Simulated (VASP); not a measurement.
Here is a VASP 6.6.1 calculation.

File INCAR:

```
SYSTEM = Sc4BP3
  PREC = Accurate
  ENCUT = 520
  EDIFF = 1E-6
  ISMEAR = 0
  SIGMA = 0.2
  LREAL = .FALSE.
  LASPH = .TRUE.
  NELM = 80
  ALGO = Normal
  ISIF = 2
  LWAVE = .FALSE.
  LCHARG = .FALSE.
  GGA = PE
  NBANDS = 41
```

The input KPOINTS:

```
Automatic mesh
0
G
  6 6 2
  0 0 0
```

POSCAR

```
Sc4BP3
1.0
    3.7026275519     -0.0000123040      0.0004974353
   -0.0000115033      3.7028581826     -0.0000795912
    0.0014122889     -0.0002661014     10.4418678986
Sc B P
4 1 3
Direct
    0.0000361600     -0.0000053753      0.7569872184
    0.0000391293      0.0000048189      0.2430223281
    0.5000581010      0.5000323988     -0.0000069201
    0.4998616971      0.4999601099      0.5000024611
    0.0000528877      0.0000202365      0.0000073691
   -0.0001180828     -0.0000374168      0.4999990909
    0.5000224547      0.5000133437      0.7520296803
    0.5000476531      0.5000118843      0.2479587721
```

Potentials or basis: VASP PAW PBE potentials, release 64 (Sc_sv, B, P).

Run with:

```bash
$ cat potpaw_PBE.64/Sc_sv/POTCAR potpaw_PBE.64/B/POTCAR potpaw_PBE.64/P/POTCAR > POTCAR
$ mpirun -np 1 vasp_std > vasp.out
```

Q: Estimate the pressure.

A: 0.2 GPa.

Q: Predict the band gap on the k mesh.

A: Zero (band 31 reaches 5.45 eV, above the bottom of band 32 at 4.66 eV).
